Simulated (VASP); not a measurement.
A run of VASP 6.6.1 is set up as follows.

The input INCAR:

```
SYSTEM = CdS
  PREC = Accurate
  ENCUT = 520
  EDIFF = 1E-6
  ISMEAR = 0
  SIGMA = 0.01
  LREAL = .False.
  LASPH = .True.
  NELM = 100
  ALGO = Normal
  ISIF = 2
  LWAVE = .False.
  LCHARG = .False.
  GGA = PE
  NBANDS = 16
```

KPOINTS

```
regular mesh
0
Gamma
  6 6 6
  0 0 0
```

Contents of POSCAR:

```
CdS
1.0
    0.0000000000      2.8969255847      2.8969255847
    2.8969255847      0.0000000000      2.8969255847
    2.8969255847      2.8969255847      0.0000000000
Cd S
1 1
Direct
    0.0000000000      0.0000000000      0.0000000000
    0.2500000000      0.2500000000      0.2500000000
```

Potentials or basis: VASP PAW PBE potentials, release 64 (Cd, S).

Run with:

```bash
$ cat potpaw_PBE.64/Cd/POTCAR potpaw_PBE.64/S/POTCAR > POTCAR
$ mpirun -np 1 vasp_std > vasp.out
```

Question: Predict the pressure.

Answer: 4.6 GPa.

Question: What does it give for the band gap on the k mesh?

Answer: 1.19 eV, direct.

A hybrid or GW would open this gap; PBE tends to underestimate it.
